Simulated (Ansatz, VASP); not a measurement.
# H2CClF in VASP and in Ansatz

File INCAR:

```
ALGO     = Normal         # electronic algorithm
EDIFF    = 1E-6           # SCF threshold, eV
EDIFFG   = -0.01          # ionic threshold
ENCUT    = 520            # plane-wave cutoff, eV
GGA      = PE             # functional
IBRION   = 2              # ionic algorithm
ISIF     = 2              # what is computed and relaxed
ISMEAR   = 0              # smearing method
IVDW     = 12             # dispersion correction
LASPH    = T              # aspherical terms in the spheres
LCHARG   = F              # write CHGCAR
LREAL    = F              # projectors in reciprocal space
LWAVE    = F              # write WAVECAR
NELM     = 60             # most SCF steps
NSW      = 80             # ionic steps
PREC     = Accurate       # precision mode
SIGMA    = 0.01           # smearing width, eV
```

The input KPOINTS:

```
k-points
0
Gamma
  1 1 1
```

Contents of POSCAR:

```
H2CClF
1.0
   11.2000000000      0.0000000000      0.0000000000
    0.0000000000     11.0000000000      0.0000000000
    0.0000000000      0.0000000000     11.7000000000
H C Cl F
2 1 1 1
Direct
    0.4891687185      0.5821515248      0.4773389418
    0.5991434154      0.4807849420      0.5430876796
    0.5126118403      0.4888938457      0.5004584223
    0.4008565846      0.4341156774      0.5968300607
    0.5129736545      0.4178484752      0.4031699393
```

Input for Ansatz:

```yaml
crystal:
  lattice:
    - [11.2, 0.0, 0.0]
    - [0.0, 11.0, 0.0]
    - [0.0, 0.0, 11.7]
  atoms:
    - { symbol: H, position: [0.4891687185, 0.5821515248, 0.4773389418] }
    - { symbol: H, position: [0.5991434154, 0.480784942, 0.5430876796] }
    - { symbol: C, position: [0.5126118403, 0.4888938457, 0.5004584223] }
    - { symbol: Cl, position: [0.4008565846, 0.4341156774, 0.5968300607] }
    - { symbol: F, position: [0.5129736545, 0.4178484752, 0.4031699393] }
basis:
  ecutwfc: 420
kpoints:
  mp_grid: { grid: [1, 1, 1] }
hamiltonian:
  xc: pbe
  dispersion: d3bj
scf:
  occupations: { method: gaussian, width: 0.01 }
output:
  forces: true
  eigenvalues: true
relax:
  adjacent_minimum: "off"
  f_tol: 0.01
  max_steps: 60
```

Alike in both runs: task relaxation of the atoms; functional PBE; dispersion D3(BJ); k mesh 1 × 1 × 1; occupations gaussian, width 0.01 eV; no spin polarisation.

|  | VASP | Ansatz |
| --- | --- | --- |
| version | VASP 6.6.1 | Ansatz 0.2.0 |
| potentials or method | VASP PAW PBE potentials, release 64 (H, C, Cl, F), cutoff 520 eV | scalar-relativistic, plane waves, PAW |
| valence electrons in the cell | 20 | 20 |

Ansatz gave:

- gap on the k mesh at the Fermi level, each at its own relaxed structure (eV): 6.46

Problem. What did VASP give for the same quantities?

Solution. gap on the k mesh at the Fermi level, each at its own relaxed structure (eV): 6.55.
